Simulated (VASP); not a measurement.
C, 1 atom in the cell. Symmetry: Fm-3m, No. 225, cubic system. The conventional cell has a = 2.860 Å, b = 2.860 Å, c = 2.860 Å, α = 90.00°, β = 90.00°, γ = 90.00°. Within 2.7 Å of C (site symmetry m-3m) lie 12 C at 2.02 Å.  This cell differs from its parent crystal: volume scaled by 0.8.

```yaml
Program: VASP 6.6.1
Task: single point
Functional: PBE
Potentials_or_basis: VASP PAW PBE potentials, release 64 (C)
Cutoff: 520 eV
k_mesh: 22 × 22 × 22
Occupations: fermi-dirac, width 0.1 eV
Spin: no spin polarisation
Dipole_correction: no
Further_INCAR_settings: ALGO = Normal; EDIFF = 1e-06; NBANDS = 8
```

Potentials or basis: VASP PAW PBE potentials, release 64 (C).

Command:

```sh
$ cat potpaw_PBE.64/C/POTCAR > POTCAR
$ mpirun -np 1 vasp_std > vasp.out
```

Hardware: 1 thread of Intel(R) Xeon(R) Platinum 8259CL CPU @ 2.50GHz (Skylake/Cascade Lake) (shared host).

Q: Estimate the wall time of this run.

A: Run time: 7.1 s on 1 thread of Intel(R) Xeon(R) Platinum 8259CL CPU @ 2.50GHz (Skylake/Cascade Lake) (shared host), peak memory 0.11 GiB. Counts: scf iterations 9, k points 328.
